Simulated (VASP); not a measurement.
Crystal: MgS.

```xyz
2
Lattice="0.0000 2.8704 2.8704 2.8704 0.0000 2.8704 2.8704 2.8704 0.0000" Properties=species:S:1:pos:R:3 pbc="T T T"
S     1.4352    1.4352    1.4352
Mg    0.0000    0.0000    0.0000
```

Program: VASP 6.6.1. Alike in all runs: task single point; no spin polarisation; cell as given; cutoff (eV) 520; smearing fermi-dirac 0.05 eV.

Question: Order these runs on this cell by their band gap on the k mesh, lowest first.
A. level LDA; potentials or basis VASP PAW LDA potentials, release 64 (S, Mg); k mesh 8 × 8 × 8
B. level PBE0; potentials or basis VASP PAW PBE potentials, release 64 (S, Mg); k mesh 4 × 4 × 4; grid for exact exchange (PRECFOCK) Normal
C. level r2SCAN; potentials or basis VASP PAW PBE potentials, release 64 (S, Mg); k mesh 8 × 8 × 8
D. level HSE06; potentials or basis VASP PAW PBE potentials, release 64 (S, Mg); k mesh 6 × 6 × 6; grid for exact exchange (PRECFOCK) Normal; screening parameter 0.2079 1/Å
E. level PBE; potentials or basis VASP PAW PBE potentials, release 64 (S, Mg); k mesh 8 × 8 × 8

Answer: A (2.99 eV), E (3.25 eV), C (3.91 eV), D (4.29 eV), B (5.02 eV).

Caveats: some runs use coarse meshes.

A k mesh can miss the band edges.
